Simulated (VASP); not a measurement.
A run of VASP 6.6.1:

File POSCAR:

```
CoSn3
1.0
    0.0000000000      3.6010275214      3.6010275214
    3.6010275214      0.0000000000      3.6010275214
    3.6010275214      3.6010275214      0.0000000000
Sn Co
3 1
Direct
    0.2500000000      0.2500000000      0.2500000000
    0.7500000000      0.7500000000      0.7500000000
    0.5000000000      0.5000000000      0.5000000000
    0.0000000000      0.0000000000      0.0000000000
```

INCAR.step1

```
SYSTEM = CoSn3
ALGO = Normal ; EDIFF = 1E-4
ENCUT = 520 ; GGA = PE
ISMEAR = 0 ; ISPIN = 2
LASPH = .True. ; LCHARG = .False.
LMAXMIX = 4 ; LREAL = .False.
LWAVE = .True. ; MAGMOM = 0.03 0.03 0.11 2.31
NBANDS = 38 ; NELM = 150
NUPDOWN = 2.25 ; PREC = Accurate
SIGMA = 0.1
```

The input INCAR.step2:

```
SYSTEM = CoSn3
ALGO = Normal ; EDIFF = 1E-6
ENCUT = 520 ; ISIF = 2
ISMEAR = 0 ; ISPIN = 2
ISTART = 1 ; LASPH = .True.
LCHARG = .True. ; LELF = .True.
LMAXMIX = 4 ; LMIXTAU = .True.
LORBIT = 11 ; LREAL = .False.
LVHAR = .True. ; LWAVE = .False.
MAGMOM = 0.03 0.03 0.11 2.31 ; METAGGA = R2SCAN
NBANDS = 38 ; NELM = 150
NUPDOWN = 2.25 ; PREC = Accurate
SIGMA = 0.1
```

Contents of KPOINTS:

```
k-points
0
Gamma
  10 10 10
  0 0 0
```

Potentials or basis: VASP PAW PBE potentials, release 64 (Sn_d, Co).

The run is started by

```bash
$ cat potpaw_PBE.64/Sn_d/POTCAR potpaw_PBE.64/Co/POTCAR > POTCAR
$ cp INCAR.step1 INCAR
$ mpirun -np 1 vasp_std > vasp.out
$ cp INCAR.step2 INCAR
$ mpirun -np 1 vasp_std > vasp.out
```

Hardware: 1 thread of Oxide Virtual Turin-like Processor, on a shared host.

Question: Estimate the wall time of this run.

Answer: It took 40 min on 1 thread of Oxide Virtual Turin-like Processor, with other jobs on the host, peak memory 0.44 GiB. Counts: k points 47.
